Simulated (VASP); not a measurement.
A run of VASP 6.6.1 is set up as follows.

The input INCAR:

```
SYSTEM = PbO2
ALGO = Normal
EDIFF = 1E-6
ENCUT = 600
GGA = RP
GGA_COMPAT = .False.
ISIF = 2
ISMEAR = -1
LASPH = .True.
LCHARG = .False.
LREAL = .False.
LWAVE = .False.
NBANDS = 20
NELM = 120
PREC = Accurate
SIGMA = 0.1
```

Contents of KPOINTS:

```
k-points
0
Gamma
  6 6 6
  0 0 0
```

File POSCAR:

```
PbO2
1.0
    0.0000000000      2.5700000000      2.5700000000
    2.5700000000      0.0000000000      2.5700000000
    2.5700000000      2.5700000000      0.0000000000
Pb O
1 2
Direct
    0.0000000000      0.0000000000      0.0000000000
    0.2500000000      0.2500000000      0.2500000000
    0.7500000000      0.7500000000      0.7500000000
```

Potentials or basis: VASP PAW PBE potentials, release 64 (Pb_d, O).

Command:

```sh
$ cat potpaw_PBE.64/Pb_d/POTCAR potpaw_PBE.64/O/POTCAR > POTCAR
$ mpirun -np 1 vasp_std > vasp.out
```

(1) What does it give for the band gap on the k mesh?

(2) Predict the pressure.

## Answers

(1) zero (bands 13 and 14 overlap by 1.46 eV).

(2) 34.3 GPa.

Caveat: the cell stands under pressure; the PAW data sets were made with another functional, which shifts forces and pressure a little; spin-orbit coupling is left out, which moves the levels of the heavy elements.
